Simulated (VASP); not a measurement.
# W (Fmmm) in VASP: single point with PBE

Aim: the single point of W with PBE.

Everything below comes from runs of VASP 6.6.1. Logs are shortened: lines on timing, memory, paths and dates and some standing lists are left out, and cuts for length are marked.

## Step 1: The cell of the first run

Symmetry: Fmmm, No. 69, orthorhombic system. The conventional cell has a = 3.376 Å, b = 4.375 Å, c = 4.428 Å, α = 90.00°, β = 90.00°, γ = 90.00°. Within 3.6 Å of W (site symmetry mmm) lie 14 W at 2.76 to 3.38 Å.

## Step 2: Single point, PBE

The input, INCAR:

```
PREC     = Accurate       # precision mode
ENCUT    = 520            # plane-wave cutoff, eV
EDIFF    = 1E-6           # SCF threshold, eV
ISMEAR   = 0              # smearing method
SIGMA    = 0.1            # smearing width, eV
LREAL    = F              # projectors in reciprocal space
LASPH    = T              # aspherical terms in the spheres
NELM     = 80             # most SCF steps
ALGO     = Fast           # electronic algorithm
ISIF     = 2              # what is computed and relaxed
LWAVE    = F              # write WAVECAR
LCHARG   = F              # write CHGCAR
GGA      = PE             # functional
NBANDS   = 13             # bands
```

The input, KPOINTS:

```
Automatic mesh
0
Gamma
  8 8 8
```

The input, POSCAR:

```
W
1.0
    0.0000000000      2.1875796400      2.2139034000
    1.6881542600      0.0000000000      2.2139034000
    1.6881542600      2.1875796400      0.0000000000
W
1
Direct
    0.0000000000      0.0000000000      0.0000000000
```

Potentials or basis: VASP PAW PBE potentials, release 64 (W_sv).

Run with:

```
cat potpaw_PBE.64/W_sv/POTCAR > POTCAR
mpirun -np 1 vasp_std > vasp.out
```

OUTCAR:

```text
PREC = Accurate
   ENCUT = 520
   EDIFF = 1E-6
   ISMEAR = 0
   LREAL = F
   LASPH = T
   NELM = 80
   ISIF = 2
   GGA = PE

 ion  position               nearest neighbor table
   1  0.000  0.000  0.000-

  LATTYP: Found a face centered orthorhombic cell.
 ALAT       =     3.3763085200
 B/A-ratio  =     1.2958410803
 C/A-ratio  =     1.3114342998

  Lattice vectors:

 A1 = (   0.0000000000,   2.1875796400,   2.2139034000)
 A2 = (   1.6881542600,   0.0000000000,   2.2139034000)
 A3 = (   1.6881542600,   2.1875796400,   0.0000000000)

Analysis of symmetry for initial positions (statically):
=====================================================================
 Subroutine PRICEL returns:
 Original cell was already a primitive cell.

 Routine SETGRP: Setting up the symmetry group for a
 face centered orthorhombic supercell.

 Subroutine GETGRP returns: Found  8 space group operations
 (whereof  8 operations were pure point group operations)
 out of a pool of  8 trial point group operations.

The static configuration has the point symmetry D_2h.

Analysis of symmetry for dynamics (positions and initial velocities):
=====================================================================
 Subroutine PRICEL returns:
 Original cell was already a primitive cell.

 Routine SETGRP: Setting up the symmetry group for a
 face centered orthorhombic supercell.

 Subroutine GETGRP returns: Found  8 space group operations
 (whereof  8 operations were pure point group operations)
 out of a pool of  8 trial point group operations.

The dynamic configuration has the point symmetry D_2h.

 Subroutine INISYM returns: Found  8 space group operations
 (whereof  8 operations are pure point group operations),
 and found     1 'primitive' translations

----------------------------------------------------------------------------------------

                                     Primitive cell

  volume of cell :      16.3518

  direct lattice vectors                    reciprocal lattice vectors
     0.000000000  2.187579640  2.213903400    -0.296181464  0.228563107  0.225845446
     1.688154260  0.000000000  2.213903400     0.296181464 -0.228563107  0.225845446
     1.688154260  2.187579640  0.000000000     0.296181464  0.228563107 -0.225845446

  length of vectors
     3.112374165  2.784103639  2.763217235     0.437001967  0.437001967  0.437001967

  position of ions in fractional coordinates (direct lattice)
     0.000000000  0.000000000  0.000000000

  ion indices of the primitive-cell ions
   primitive index   ion index
                 1           1

----------------------------------------------------------------------------------------

 KPOINTS: Automatic mesh

Automatic generation of k-mesh.
 Grid dimensions read from file:
 generate k-points for:    8    8    8

 Generating k-lattice:

  Cartesian coordinates                     Fractional coordinates (reciprocal lattice)
    -0.037022683  0.028570388  0.028230681     0.125000000 -0.000000000 -0.000000000
     0.037022683 -0.028570388  0.028230681     0.000000000  0.125000000  0.000000000
     0.037022683  0.028570388 -0.028230681     0.000000000  0.000000000  0.125000000

  Length of vectors
     0.054625246  0.054625246  0.054625246

  Shift w.r.t. Gamma in fractional coordinates (k-lattice)
     0.000000000  0.000000000  0.000000000

 Subroutine IBZKPT returns following result:
 ===========================================

 Found     95 irreducible k-points:

 Following reciprocal coordinates:
            Coordinates               Weight
  0.000000  0.000000  0.000000      1.000000
  0.125000  0.000000 -0.000000      8.000000
  0.250000  0.000000 -0.000000      8.000000
  0.375000 -0.000000 -0.000000      8.000000
  0.500000  0.000000 -0.000000      4.000000
  0.125000  0.125000  0.000000      2.000000
[... 16 lines left out ...]
  0.250000  0.000000  0.125000      8.000000
  0.375000  0.000000  0.125000      8.000000
 [... further k-points ...]
   k-points           NKPTS =     95   k-points in BZ     NKDIM =     95   number of bands    NBANDS=     13
   number of dos      NEDOS =    301   number of ions     NIONS =      1
   total plane-waves  NPLWV =  13824
   dimension x,y,z NGX =    24 NGY =   24 NGZ =   24
   dimension x,y,z NGXF=    48 NGYF=   48 NGZF=   48
   ions per type =               1
   NGX,Y,Z   is equivalent  to a cutoff of  12.82, 14.33, 14.44 a.u.
   NGXF,Y,Z  is equivalent  to a cutoff of  25.64, 28.66, 28.88 a.u.
 SYSTEM =  unknown system
   PREC   = accura    normal or accurate (medium, high low for compatibility)
   ISTART =      0    job   : 0-new  1-cont  2-samecut
   ICHARG =      2    charge: 1-file 2-atom 10-const
   ISPIN  =      1    spin polarized calculation?
   LNONCOLLINEAR =      F non collinear calculations
   LSORBIT =      F    spin-orbit coupling
   LASPH  =      T    aspherical Exc in radial PAW
   ENCUT  =  520.0 eV  38.22 Ry    6.18 a.u.   5.79  5.18  5.14*2*pi/ulx,y,z
   NELM   =     80;   NELMIN=  2; NELMDL= -5     # of ELM steps
   EDIFF  = 0.1E-05   stopping-criterion for ELM
   LREAL  =      F    real-space projection
   EDIFFG = 0.1E-04   stopping-criterion for IOM
   NSW    =      0    number of steps for IOM
   IBRION =     -1    ionic relax: 0-MD 1-quasi-New 2-CG
   NFREE  =      0    steps in history (QN), initial steepest desc. (CG)
   ISIF   =      2    stress and relaxation
   ISYM   =      2    0-nonsym 1-usesym 2-fastsym
   POTIM  = 0.5000    time-step for ionic-motion
   TEBEG  =    0.0;   TEEND  =   0.0 temperature during run
   PSTRESS=    0.0 pullay stress
   NELECT =      14.0000    total number of electrons
   NUPDOWN=      -1.0000    fix difference up-down
   EMIN   =  10.00;   EMAX   =-10.00  energy-range for DOS
   EFERMI =   0.00;   METHOD = LEGACY
   ISMEAR =     0;   SIGMA  =   0.10  broadening in eV -4-tet -1-fermi 0-gaus
   EFERMI_NEDOS =   21; number of points for ismear=-14 and -15
   IALGO  =     68    algorithm
   IMIX   =      4    mixing-type and parameters
     AMIX     =   0.40;   BMIX     =  1.00
     AMIX_MAG =   1.60;   BMIX_MAG =  1.00
  volume/ion in A,a.u.               =      16.35       110.35
  Fermi-wavevector in a.u.,A,eV,Ry     =   1.554519  2.937614 32.878865  2.416528
  Thomas-Fermi vector in A             =   2.658593
   LORBIT       =      0    0 simple, 1 ext, 2 COOP (PROOUT), +10 PAW based schemes
   GGA     = PE    functional components
   LHFCALC =     F    Hartree Fock is set to
   AEXX    =    0.0000 exact exchange contribution
   IVDW    =     0    specifies the selected vdW correction
   LEPSILON=     F    determine dielectric tensor
   LRPA    =     F    only Hartree local field effects (RPA)
 non-spin polarized calculation
 RMM-DIIS sequential band-by-band and
 Gauss-broadening in eV      SIGMA  =   0.10
  energy-cutoff  :      520.00
  volume of cell :       16.35
 maximum number of plane-waves:       448
   NGX = 11   NGY = 11   NGZ = 11

 number of electron      13.9999998 magnetization

 Free energy of the ion-electron system (eV)
  ---------------------------------------------------
  ext. energy  EPLUGINS =         0.00000000
  ---------------------------------------------------
  free energy    TOTEN  =       -12.87819842 eV

  energy without entropy =      -12.87424324  energy(sigma->0) =      -12.87622083

 E-fermi :  10.8674     XC(G=0): -13.4648

 val. band max:       10.8494518799   @ k =   0.1250   0.0000  -0.0000
 cond. band min:      10.8749835712   @ k =  -0.3750   0.2500   0.2500
 fundamental gap:      0.0255316913
 Fermi energy:        10.8674301978

 k-point     1 :       0.0000    0.0000    0.0000
  band No.  band energies     occupation
      1     -63.2222      2.00000
      2     -26.8459      2.00000
      3     -26.8348      2.00000
      4     -26.8047      2.00000
      5       1.5354      2.00000
      6       9.4643      2.00000
      7       9.6652      2.00000
      8      10.5370      2.00000
      9      12.4658      0.00000
     10      13.7512      0.00000
     11      24.5478      0.00000
     12      25.8928      0.00000
     13      26.1429      0.00000

 k-point     2 :       0.1250    0.0000   -0.0000
  band No.  band energies     occupation
      1     -63.2055      2.00000
      2     -27.0157      2.00000
      3     -26.8747      2.00000
      4     -26.8293      2.00000
      5       2.2225      2.00000
      6       9.4214      2.00000
      7       9.5811      2.00000
      8      10.8495      1.20070
      9      12.1555      0.00000
     10      13.5345      0.00000
     11      25.5340      0.00000
     12      26.7941      0.00000
     13      27.2065      0.00000

 k-point     3 :       0.2500    0.0000   -0.0000
  band No.  band energies     occupation
      1     -63.1652      2.00000
      2     -27.4383      2.00000
      3     -26.9964      2.00000
      4     -26.8315      2.00000
      5       3.8329      2.00000
      6       8.8797      2.00000
      7       9.1029      2.00000
      8      12.1472      0.00000
      9      12.5885      0.00000
     10      13.4480      0.00000
     11      25.0314      0.00000
     12      27.0067      0.00000
     13      30.2866      0.00000

 k-point     4 :       0.3750   -0.0000   -0.0000
  band No.  band energies     occupation
      1     -63.1246      2.00000
      2     -27.8407      2.00000
      3     -27.1169      2.00000
      4     -26.8314      2.00000
      5       4.8442      2.00000
      6       8.2241      2.00000
      7       9.9599      2.00000
      8      12.4131      0.00000
      9      13.8641      0.00000
     10      15.1524      0.00000
     11      22.8115      0.00000
     12      23.9191      0.00000
     13      30.4243      0.00000

 k-point     5 :       0.5000    0.0000   -0.0000
  band No.  band energies     occupation
      1     -63.1078      2.00000
      2     -28.0018      2.00000
      3     -27.1661      2.00000
      4     -26.8313      2.00000
      5       4.9161      2.00000
      6       7.9730      2.00000
      7      11.3994      0.00000
      8      12.2803      0.00000
      9      14.1623      0.00000
     10      16.7114      0.00000
     11      21.3679      0.00000
     12      22.5595      0.00000
     13      27.9503      0.00000
[... 257 lines left out ...]
 k-point    22 :       0.1250    0.0000    0.1250
  band No.  band energies     occupation
      1     -63.2037      2.00000
      2     -26.9876      2.00000
      3     -26.9134      2.00000
      4     -26.8437      2.00000
      5       2.2912      2.00000
      6       9.1550      2.00000
      7      10.1916      2.00000
      8      10.2898      2.00000
      9      12.6011      0.00000
     10      13.2024      0.00000
     11      25.9047      0.00000
     12      26.4477      0.00000
     13      27.5370      0.00000

 k-point    23 :       0.2500    0.0000    0.1250
  band No.  band energies     occupation
      1     -63.1739      2.00000
      2     -27.3031      2.00000
      3     -26.9532      2.00000
      4     -26.8952      2.00000
      5       3.5415      2.00000
      6       8.7141      2.00000
      7       9.3433      2.00000
      8      11.8164      0.00000
      9      12.2467      0.00000
     10      13.5427      0.00000
     11      26.7573      0.00000
     12      27.5052      0.00000
     13      28.3888      0.00000

 k-point    24 :       0.3750    0.0000    0.1250
  band No.  band energies     occupation
      1     -63.1334      2.00000
      2     -27.6830      2.00000
      3     -27.0901      2.00000
      4     -26.9112      2.00000
      5       5.0697      2.00000
      6       8.4622      2.00000
      7       8.7484      2.00000
      8      12.0616      0.00000
      9      14.1231      0.00000
     10      14.5100      0.00000
     11      24.5869      0.00000
     12      25.1867      0.00000
     13      30.3852      0.00000

 [... further k-points ...]
[... 5 lines left out ...]
  --------------------------------------------------------------------------------------
  -------------------------------------------------------------------------------------
  Total       -1.7035611      0.6877423      0.3340257     -0.0000000      0.0000000      0.0000000
  in kB     -166.9181811     67.3863094     32.7284740     -0.0000000      0.0000000      0.0000000
  external PRESSURE =     -22.2677992 kB  Pullay stress =       0.0000000 kB

 VOLUME and BASIS-vectors are now :
 -----------------------------------------------------------------------------
  energy-cutoff  :      520.00
  volume of cell :       16.35
      direct lattice vectors                 reciprocal lattice vectors
     0.000000000  2.187579640  2.213903400    -0.296181464  0.228563107  0.225845446
     1.688154260  0.000000000  2.213903400     0.296181464 -0.228563107  0.225845446
     1.688154260  2.187579640  0.000000000     0.296181464  0.228563107 -0.225845446

 POSITION                                       TOTAL-FORCE (eV/Angst)
 -----------------------------------------------------------------------------------
      0.00000      0.00000      0.00000         0.000000      0.000000      0.000000
 -----------------------------------------------------------------------------------
    total drift:                               -0.000000      0.000000     -0.000000

  FREE ENERGIE OF THE ION-ELECTRON SYSTEM (eV)
  ---------------------------------------------------
  free  energy   TOTEN  =       -12.8781984224 eV

  energy  without entropy=      -12.8742432410  energy(sigma->0) =      -12.87622083
```

Run time: 11 s. Hardware: 1 thread of Intel Xeon Platinum 8559C (Emerald Rapids), shared host; peak memory 0.15 GiB.

Results:

```yaml
Free_energy: -12.8782 eV
Pressure: -2.2 GPa
Band_gap_on_the_k_mesh: zero (band 7 reaches 15.74 eV, above the bottom of band 8 at 10.27 eV)
```

Levels at points of the mesh, in eV from the Fermi level:
```csv
k point,band 3,band 4,band 5,band 6,band 7,band 8,band 9,band 10,band 11,band 12
"(0.00, 0.00, 0.00)",-37.70,-37.67,-9.33,-1.40,-1.20,-0.33,1.60,2.88,13.68,15.03
"(0.50, 0.00, 0.00)",-38.03,-37.70,-5.95,-2.89,0.53,1.41,3.29,5.84,10.50,11.69
"(0.50, 0.50, 0.00)",-38.12,-37.74,-5.94,-3.95,1.04,3.16,3.70,6.06,10.99,11.43
"(0.50, 0.00, 0.50)",-38.16,-37.76,-5.92,-3.90,1.24,3.01,3.54,6.21,11.23,11.30
"(0.00, 0.50, 0.50)",-38.45,-38.41,-5.57,-5.33,4.87,5.07,5.33,6.71,8.80,8.95
```

Caveat: spin-orbit coupling is left out, which moves the levels of the heavy elements.
